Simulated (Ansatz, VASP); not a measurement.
# BN: VASP beside Ansatz

```xyz
2
Lattice="0.0000 1.7706 1.7170 1.7706 0.0000 1.7170 1.7706 1.7706 0.0000" Properties=species:S:1:pos:R:3 pbc="T T T"
B     0.0000    0.0000    0.0000
N     1.7706    1.7706    1.7170
```

Change from the starting cell: epitaxial_xy strain +1.4%.

Alike in both runs: task single point; functional r2SCAN; k mesh 12 × 12 × 12; no spin polarisation.

|  | VASP | Ansatz |
| --- | --- | --- |
| version | VASP 6.6.1 | Ansatz 0.2.0 |
| potentials or method | VASP PAW PBE potentials, release 64 (B, N) | plane waves, PAW |
| plane-wave cutoff (eV) | 520 | 500 |
| occupations | gaussian, width 0.01 eV | fixed |
| valence electrons in the cell | 8 | 8 |

Ansatz gave:

| Quantity | Value |
| --- | --- |
| gap on the k mesh at the Fermi level (eV) | 0.79 |
| pressure (GPa) | -3.9 |
| traceless stress, the component that is largest in VASP (GPa) | 3.88 |

Question: What did VASP give for the same quantities?

Answer: gap on the k mesh at the Fermi level (eV): 0.78; pressure (GPa): -3.5; traceless stress, the component that is largest in VASP (GPa): 4.04.

VASP's potentials were made for PBE, not for r2SCAN.
